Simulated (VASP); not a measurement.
# F (Fd-3m) in VASP: a series of runs

Runs on F. Level: PBE. Tasks: single point.

Everything below comes from runs of VASP 6.6.1. Logs are shortened: lines on timing, memory, paths and dates and some standing lists are left out, and cuts for length are marked.

**1. The cell of the first run**

Symmetry: Fd-3m, No. 227, cubic system. Conventional cell: a = 4.599 Å, b = 4.599 Å, c = 4.599 Å, α = 90.00°, β = 90.00°, γ = 90.00°. F (site symmetry -43m) has 4 F at 1.99 Å within 2.6 Å.

**2. Single point, PBE (volume scaled by 0.84)**

INCAR

```
SYSTEM = F
PREC = Accurate
ENCUT = 520
EDIFF = 1E-6
ISMEAR = -1
SIGMA = 0.05
LREAL = .FALSE.
LASPH = .TRUE.
NELM = 80
ALGO = Normal
ISIF = 2
LWAVE = .FALSE.
LCHARG = .TRUE.
GGA = PE
LELF = .TRUE.
LVHAR = .TRUE.
NBANDS = 14
```

KPOINTS

```
regular mesh
0
G
  13 13 13
  0 0 0
```

POSCAR

```
F
1.0
    0.0000000000      2.2997297947      2.2997297947
    2.2997297947      0.0000000000      2.2997297947
    2.2997297947      2.2997297947      0.0000000000
F
2
Direct
   -0.1250000000     -0.1250000000     -0.1250000000
    0.1250000000      0.1250000000      0.1250000000
```

Potentials or basis: VASP PAW PBE potentials, release 64 (F).

Launch:

```bash
cat potpaw_PBE.64/F/POTCAR > POTCAR
mpirun -np 1 vasp_std > vasp.out
```

OUTCAR:

```text
SYSTEM = F
   PREC = Accurate
   ENCUT = 520
   EDIFF = 1E-6
   ISMEAR = -1
   LREAL = .FALSE.
   LASPH = .TRUE.
   NELM = 80
   ISIF = 2
   GGA = PE

 ion  position               nearest neighbor table
   1  0.875  0.875  0.875-
   2  0.125  0.125  0.125-

  LATTYP: Found a face centered cubic cell.
 ALAT       =     4.5994595894

  Lattice vectors:

 A1 = (   0.0000000000,   2.2997297947,   2.2997297947)
 A2 = (   2.2997297947,   0.0000000000,   2.2997297947)
 A3 = (   2.2997297947,   2.2997297947,   0.0000000000)

Analysis of symmetry for initial positions (statically):
=====================================================================
 Subroutine PRICEL returns:
 Original cell was already a primitive cell.

 Routine SETGRP: Setting up the symmetry group for a
 face centered cubic supercell.

 Subroutine GETGRP returns: Found 48 space group operations
 (whereof 12 operations were pure point group operations)
 out of a pool of 48 trial point group operations.

The static configuration has the point symmetry D_3d.
 The point group associated with its full space group is O_h .

Analysis of symmetry for dynamics (positions and initial velocities):
=====================================================================
 Subroutine PRICEL returns:
 Original cell was already a primitive cell.

 Routine SETGRP: Setting up the symmetry group for a
 face centered cubic supercell.

 Subroutine GETGRP returns: Found 48 space group operations
 (whereof 12 operations were pure point group operations)
 out of a pool of 48 trial point group operations.

The dynamic configuration has the point symmetry D_3d.
 The point group associated with its full space group is O_h .

 Subroutine INISYM returns: Found 48 space group operations
 (whereof 12 operations are pure point group operations),
 and found     1 'primitive' translations

----------------------------------------------------------------------------------------

                                     Primitive cell

  volume of cell :      24.3254

  direct lattice vectors                    reciprocal lattice vectors
     0.000000000  2.299729795  2.299729795    -0.217416847  0.217416847  0.217416847
     2.299729795  0.000000000  2.299729795     0.217416847 -0.217416847  0.217416847
     2.299729795  2.299729795  0.000000000     0.217416847  0.217416847 -0.217416847

  length of vectors
     3.252309065  3.252309065  3.252309065     0.376577025  0.376577025  0.376577025

  position of ions in fractional coordinates (direct lattice)
     0.875000000  0.875000000  0.875000000
     0.125000000  0.125000000  0.125000000

  ion indices of the primitive-cell ions
   primitive index   ion index
                 1           1
                 2           2

----------------------------------------------------------------------------------------

 KPOINTS: regular mesh

Automatic generation of k-mesh.
 Grid dimensions read from file:
 generate k-points for:   13   13   13

 Generating k-lattice:

  Cartesian coordinates                     Fractional coordinates (reciprocal lattice)
    -0.016724373  0.016724373  0.016724373     0.076923077  0.000000000  0.000000000
     0.016724373 -0.016724373  0.016724373     0.000000000  0.076923077  0.000000000
     0.016724373  0.016724373 -0.016724373     0.000000000  0.000000000  0.076923077

  Length of vectors
     0.028967463  0.028967463  0.028967463

  Shift w.r.t. Gamma in fractional coordinates (k-lattice)
     0.000000000  0.000000000  0.000000000

 Subroutine IBZKPT returns following result:
 ===========================================

 Found     84 irreducible k-points:

 Following reciprocal coordinates:
            Coordinates               Weight
  0.000000  0.000000  0.000000      1.000000
  0.076923  0.000000  0.000000      8.000000
  0.153846  0.000000  0.000000      8.000000
  0.230769  0.000000  0.000000      8.000000
  0.307692  0.000000  0.000000      8.000000
  0.384615  0.000000  0.000000      8.000000
[... 16 lines left out ...]
  0.384615  0.153846  0.000000     24.000000
  0.461538  0.153846  0.000000     24.000000
 [... further k-points ...]
   k-points           NKPTS =     84   k-points in BZ     NKDIM =     84   number of bands    NBANDS=     14
   number of dos      NEDOS =    301   number of ions     NIONS =      2
   total plane-waves  NPLWV =  13824
   dimension x,y,z NGX =    24 NGY =   24 NGZ =   24
   dimension x,y,z NGXF=    48 NGYF=   48 NGZF=   48
   ions per type =               2
   NGX,Y,Z   is equivalent  to a cutoff of  12.27, 12.27, 12.27 a.u.
   NGXF,Y,Z  is equivalent  to a cutoff of  24.54, 24.54, 24.54 a.u.
 SYSTEM =  F
   PREC   = accura    normal or accurate (medium, high low for compatibility)
   ISTART =      0    job   : 0-new  1-cont  2-samecut
   ICHARG =      2    charge: 1-file 2-atom 10-const
   ISPIN  =      1    spin polarized calculation?
   LNONCOLLINEAR =      F non collinear calculations
   LSORBIT =      F    spin-orbit coupling
   LASPH  =      T    aspherical Exc in radial PAW
   ENCUT  =  520.0 eV  38.22 Ry    6.18 a.u.   6.05  6.05  6.05*2*pi/ulx,y,z
   NELM   =     80;   NELMIN=  2; NELMDL= -5     # of ELM steps
   EDIFF  = 0.1E-05   stopping-criterion for ELM
   LREAL  =      F    real-space projection
   EDIFFG = 0.1E-04   stopping-criterion for IOM
   NSW    =      0    number of steps for IOM
   IBRION =     -1    ionic relax: 0-MD 1-quasi-New 2-CG
   NFREE  =      0    steps in history (QN), initial steepest desc. (CG)
   ISIF   =      2    stress and relaxation
   ISYM   =      2    0-nonsym 1-usesym 2-fastsym
   POTIM  = 0.5000    time-step for ionic-motion
   TEBEG  =    0.0;   TEEND  =   0.0 temperature during run
   PSTRESS=    0.0 pullay stress
   NELECT =      14.0000    total number of electrons
   NUPDOWN=      -1.0000    fix difference up-down
   EMIN   =  10.00;   EMAX   =-10.00  energy-range for DOS
   EFERMI =   0.00;   METHOD = LEGACY
   ISMEAR =    -1;   SIGMA  =   0.05  broadening in eV -4-tet -1-fermi 0-gaus
   EFERMI_NEDOS =   21; number of points for ismear=-14 and -15
   IALGO  =     38    algorithm
   IMIX   =      4    mixing-type and parameters
     AMIX     =   0.40;   BMIX     =  1.00
     AMIX_MAG =   1.60;   BMIX_MAG =  1.00
  volume/ion in A,a.u.               =      12.16        82.08
  Fermi-wavevector in a.u.,A,eV,Ry     =   1.361750  2.573334 25.230139  1.854363
  Thomas-Fermi vector in A             =   2.488299
   LORBIT       =      0    0 simple, 1 ext, 2 COOP (PROOUT), +10 PAW based schemes
   GGA     = PE    functional components
   LHFCALC =     F    Hartree Fock is set to
   AEXX    =    0.0000 exact exchange contribution
   IVDW    =     0    specifies the selected vdW correction
   LEPSILON=     F    determine dielectric tensor
   LRPA    =     F    only Hartree local field effects (RPA)
 non-spin polarized calculation
  energy-cutoff  :      520.00
  volume of cell :       24.33
 maximum number of plane-waves:       666
   NGX = 13   NGY = 13   NGZ = 13

 number of electron      13.9999991 magnetization

 Free energy of the ion-electron system (eV)
  ---------------------------------------------------
  ext. energy  EPLUGINS =         0.00000000
  ---------------------------------------------------
  free energy    TOTEN  =        -1.80034696 eV

  energy without entropy =       -1.75987056  energy(sigma->0) =       -1.78010876

 E-fermi :  -3.4715     XC(G=0):  -8.9071

 val. band max:       -3.4719292405   @ k =   0.4615   0.2308   0.0000
 cond. band min:      -3.4644488564   @ k =   0.3077   0.3077   0.0000
 fundamental gap:      0.0074803841
 Fermi energy:        -3.4715133387

 k-point     1 :       0.0000    0.0000    0.0000
  band No.  band energies     occupation
      1     -26.5769      2.00000
      2     -22.5963      2.00000
      3      -6.6366      2.00000
      4      -6.6366      2.00000
      5      -6.6366      2.00000
      6      -4.4262      2.00000
      7      -4.4262      2.00000
      8      -4.4262      2.00000
      9       6.7002      0.00000
     10      21.8955      0.00000
     11      21.8955      0.00000
     12      21.8955      0.00000
     13      23.0608      0.00000
     14      23.0608      0.00000

 k-point     2 :       0.0769    0.0000    0.0000
  band No.  band energies     occupation
      1     -26.5365      2.00000
      2     -22.6459      2.00000
      3      -6.6896      2.00000
      4      -6.6801      2.00000
      5      -6.6801      2.00000
      6      -4.4081      2.00000
      7      -4.3803      2.00000
      8      -4.3803      2.00000
      9       6.8733      0.00000
     10      20.8288      0.00000
     11      21.2129      0.00000
     12      21.2129      0.00000
     13      23.6482      0.00000
     14      23.6482      0.00000

 k-point     3 :       0.1538    0.0000    0.0000
  band No.  band energies     occupation
      1     -26.4204      2.00000
      2     -22.7889      2.00000
      3      -6.8470      2.00000
      4      -6.7919      2.00000
      5      -6.7919      2.00000
      6      -4.3366      2.00000
      7      -4.2622      2.00000
      8      -4.2622      2.00000
      9       7.3575      0.00000
     10      19.1048      0.00000
     11      20.3288      0.00000
     12      20.3288      0.00000
     13      23.7913      0.00000
     14      23.9979      0.00000

 k-point     4 :       0.2308    0.0000    0.0000
  band No.  band energies     occupation
      1     -26.2397      2.00000
      2     -23.0056      2.00000
      3      -7.0844      2.00000
      4      -6.9326      2.00000
      5      -6.9326      2.00000
      6      -4.1962      2.00000
      7      -4.1134      1.99999
      8      -4.1134      1.99999
      9       8.0718      0.00000
     10      17.3865      0.00000
     11      19.6133      0.00000
     12      19.6133      0.00000
     13      23.6592      0.00000
     14      24.3773      0.00000

 k-point     5 :       0.3077    0.0000    0.0000
  band No.  band energies     occupation
      1     -26.0182      2.00000
      2     -23.2648      2.00000
      3      -7.3433      2.00000
      4      -7.0659      2.00000
      5      -7.0659      2.00000
      6      -4.0130      1.99996
      7      -3.9726      1.99991
      8      -3.9726      1.99991
      9       8.9264      0.00000
     10      15.7772      0.00000
     11      19.0936      0.00000
[... 276 lines left out ...]
 k-point    22 :       0.3077    0.1538    0.0000
  band No.  band energies     occupation
      1     -26.0319      2.00000
      2     -23.2483      2.00000
      3      -7.4643      2.00000
      4      -7.2829      2.00000
      5      -6.4887      2.00000
      6      -4.7216      2.00000
      7      -3.7660      1.99448
      8      -3.7202      1.98627
      9       8.7733      0.00000
     10      15.6086      0.00000
     11      19.2432      0.00000
     12      20.0354      0.00000
     13      23.1972      0.00000
     14      24.9315      0.00000

 k-point    23 :       0.3846    0.1538    0.0000
  band No.  band energies     occupation
      1     -25.8051      2.00000
      2     -23.5063      2.00000
      3      -7.7373      2.00000
      4      -7.3700      2.00000
      5      -6.5562      2.00000
      6      -4.5848      2.00000
      7      -3.6711      1.96374
      8      -3.5616      1.71672
      9       9.5585      0.00000
     10      14.6082      0.00000
     11      18.4477      0.00000
     12      19.5050      0.00000
     13      23.6596      0.00000
     14      25.5296      0.00000

 k-point    24 :       0.4615    0.1538    0.0000
  band No.  band energies     occupation
      1     -25.5968      2.00000
      2     -23.7375      2.00000
      3      -7.9512      2.00000
      4      -7.4020      2.00000
      5      -6.6329      2.00000
      6      -4.4344      2.00000
      7      -3.6316      1.92182
      8      -3.4447      0.73767
      9      10.3383      0.00000
     10      13.6713      0.00000
     11      18.0096      0.00000
     12      19.0842      0.00000
     13      24.2251      0.00000
     14      25.9086      0.00000

 [... further k-points ...]

------------------------ aborting loop because EDIFF is reached ----------------------------------------

  FORCE on cell =-STRESS in cart. coord.  units (eV):
  Direction    XX          YY          ZZ          XY          YZ          ZX
  --------------------------------------------------------------------------------------
  -------------------------------------------------------------------------------------
  Total        1.5300511      1.5300511      1.5300511      0.0000000     -0.0000000      0.0000000
  in kB      100.7757621    100.7757621    100.7757621      0.0000000     -0.0000000      0.0000000
  external PRESSURE =     100.7757621 kB  Pullay stress =       0.0000000 kB

 VOLUME and BASIS-vectors are now :
 -----------------------------------------------------------------------------
  energy-cutoff  :      520.00
  volume of cell :       24.33
      direct lattice vectors                 reciprocal lattice vectors
     0.000000000  2.299729795  2.299729795    -0.217416847  0.217416847  0.217416847
     2.299729795  0.000000000  2.299729795     0.217416847 -0.217416847  0.217416847
     2.299729795  2.299729795  0.000000000     0.217416847  0.217416847 -0.217416847

 POSITION                                       TOTAL-FORCE (eV/Angst)
 -----------------------------------------------------------------------------------
      4.02453      4.02453      4.02453        -0.000000     -0.000000     -0.000000
      0.57493      0.57493      0.57493         0.000000      0.000000      0.000000
 -----------------------------------------------------------------------------------
    total drift:                                0.000000      0.000000      0.000000

  FREE ENERGIE OF THE ION-ELECTRON SYSTEM (eV)
  ---------------------------------------------------
  free  energy   TOTEN  =        -1.8003469563 eV

  energy  without entropy=       -1.7598705610  energy(sigma->0) =       -1.78010876
```

Wall time 6.1 s (1 thread of Intel Xeon 6975P-C (Granite Rapids), shared host); peak memory 0.14 GiB.

What came out:

| Quantity | Value |
| --- | --- |
| Free energy | -1.8003 eV |
| Pressure | 10.1 GPa |
| Band gap on the k mesh | zero (band 7 reaches -3.14 eV, above the bottom of band 8 at -4.43 eV) |

(Part 1 of 2 ends here.)
